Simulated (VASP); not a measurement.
# NiO2: single point with PBEsol

The system is NiO2.

```
Ni O
1.0
     2.86242    0.00000    0.00000
    -1.43121    2.47893    0.00000
     0.00000    0.00000    4.70382
Ni O
1 2
Direct
  0.00000 0.00000 0.50000
  0.66667 0.33333 0.63738
  0.33333 0.66667 0.36262
```

This cell differs from its parent crystal: c/a of the conventional cell at fixed volume 1.6433.

```yaml
Program: VASP 6.6.1
Task: single point
Functional: PBEsol
Potentials_or_basis: VASP PAW PBE potentials, release 64 (Ni, O)
Cutoff: 520 eV
k_mesh: 12 × 12 × 6
Occupations: gaussian, width 0.05 eV
Spin: no spin polarisation
Dipole_correction: no
Further_INCAR_settings: ALGO = Normal; EDIFF = 1e-07; NBANDS = 18
```

| Item | Value |
| --- | --- |
| Pressure | 34.0 GPa |
| Largest force | 4.997 eV/Å |
| Band gap on the k mesh | 0.63 eV, indirect (least direct gap 0.94 eV) |

Forces in eV/Å, atoms in the order of the input:
```
Ni   0.000  0.000  0.000
O    0.000  0.000  4.997
O    0.000  0.000 -4.997
```

Stress tensor (GPa, compression positive):
```
35.77  0.00  0.00
 0.00 35.77  0.00
 0.00  0.00 30.60
```

Levels at points of the mesh, in eV from the valence-band top:
```
           k point  band 8  band 9  band 10  band 11  band 12  band 13  band 14  band 15
(0.00, 0.00, 0.00)   -2.32   -1.97    -1.97    -0.09     2.31     2.31     6.39    11.17
(0.50, 0.00, 0.00)   -2.73   -2.49    -1.57    -1.10     0.95     2.55    11.25    11.54
(0.00, 0.00, 0.50)   -2.74   -1.97    -1.97     0.00     2.32     2.32     7.66    10.14
(0.50, 0.00, 0.50)   -2.73   -2.45    -1.35    -1.12     0.92     2.53    10.16    12.01
```

Run time: 78 s on 1 thread of Intel(R) Xeon(R) Platinum 8375C CPU @ 2.90GHz (Ice Lake) (shared host), peak memory 0.19 GiB.

Caveat: the PAW data sets were made with another functional, which shifts forces and pressure a little. A k mesh can miss the band edges.
